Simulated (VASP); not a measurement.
Runs of VASP 6.6.1 on Rb. The structure is that of space group Fm-3m (No. 225), or close to it. The cells are those of the table. 

| task | level | cell | k mesh for the DOS | occupations for the DOS | gap on the mesh (eV) | pressure (GPa) |
| --- | --- | --- | --- | --- | --- | --- |
| single point | PBE | a = 4.443 Å, angles 60.0°, 1 atom | - | - | none | 2.2 |
| single point | PBE | a = 4.011 Å, angles 60.0°, 1 atom | - | - | none | (a) |
| single point | PBE | a = 3.814 Å, angles 60.0°, 1 atom | - | - | none | 9.4 |
| single point | PBE | a = 4.214 Å, angles 60.0°, 1 atom | - | - | none | 4.1 |
| single point | PBE | a = 4.651 Å, angles 60.0°, 1 atom | - | - | none | (b) |
| single point | PBE | a = 4.842 Å, angles 60.0°, 1 atom | - | - | none | 0.5 |
| single point | PBE+D3(BJ) | a = 4.443 Å, angles 60.0°, 1 atom | - | - | none | 1.8 |

Alike in all rows: potentials or basis VASP PAW PBE potentials, release 64 (Rb_sv); no spin polarisation; k mesh 10 × 10 × 10; cutoff (eV) 520; smearing fermi-dirac 0.08 eV.

Problem. Estimate the missing entries.

Solution. (a) 6.4; (b) 1.1.

Caveats: three body term missing (some runs); pairwise dispersion overbinds metals, which lowers pressure and volume (some runs).

A k mesh can miss the band edges, and the runs leave out spin-orbit coupling on Rb.

A gap of «none» marks levels without a gap at the run's occupations.
